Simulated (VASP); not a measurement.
Write the native input for VASP 6.6.1 that does the following.

```
Task                   : relaxation of cell and atoms
Functional             : PBE
Potentials or basis    : VASP PAW PBE potentials, release 64 (Zr_sv, Hf_pv, C)
Cutoff                 : 600 eV
k mesh                 : 7 × 7 × 7
Occupations            : gaussian, width 0.2 eV
Spin                   : no spin polarisation
Dipole correction      : no
Further INCAR settings : ALGO = Normal; EDIFF = 1e-06; IBRION = 2; EDIFFG = -0.08; NSW = 36; ISIF = 3
```

The structure of Hf2ZrC3 lies in POSCAR:

```
Hf2ZrC3
1.0
   -1.6836730400      1.6836730400      7.1434747000
    1.6836730400     -1.6836730400      7.1434747000
    1.6836730400      1.6836730400     -7.1434747000
Zr Hf C
1 2 3
Direct
    0.0000000000      0.0000000000      0.0000000000
    0.6667000000      0.6667000000      0.0000000000
    0.3333000000      0.3333000000      0.0000000000
    0.8333000000      0.8333000000      0.0000000000
    0.1667000000      0.1667000000      0.0000000000
    0.5000000000      0.5000000000      0.0000000000
```

The input as run:

INCAR

```
SYSTEM = Hf2ZrC3
  PREC = Accurate
  ENCUT = 600
  EDIFF = 1E-6
  ISMEAR = 0
  SIGMA = 0.2
  LREAL = .False.
  LASPH = .True.
  NELM = 80
  ALGO = Normal
  ISIF = 3
  LWAVE = .False.
  LCHARG = .False.
  GGA = PE
  IBRION = 2
  NSW = 36
  EDIFFG = -0.08
```

KPOINTS

```
regular mesh
0
Gamma
  7 7 7
  0 0 0
```

Potentials or basis: VASP PAW PBE potentials, release 64 (Zr_sv, Hf_pv, C).

The run is started by

```sh
$ cat potpaw_PBE.64/Zr_sv/POTCAR potpaw_PBE.64/Hf_pv/POTCAR potpaw_PBE.64/C/POTCAR > POTCAR
$ mpirun -np 1 vasp_std > vasp.out
```

It gave:

```
Relaxed volume                        : 12.69 Å³/atom
Relaxed cell                          : a = 7.374 Å, b = 7.374 Å, c = 7.374 Å, α = 154.14°, β = 154.14°, γ = 36.89°
Space group after relaxing (to 0.1 Å) : I4/mmm (No. 139)
Energy gained by relaxing             : 32.9 meV/atom
Ionic steps                           : 6
Pressure after relaxing               : 0.3 GPa
Largest force after relaxing          : 0.055 eV/Å
Band gap on the k mesh                : zero (bands 22 and 23 overlap by 1.37 eV)
```

Caveat: spin-orbit coupling is left out, which moves the levels of the heavy elements; the relaxation stopped at a loose force limit of 0.08 eV/Å, so its end isn't a converged minimum.

Run time: 39 min on 1 thread of Intel Xeon 8259CL, on a shared host, peak memory 0.6 GiB.
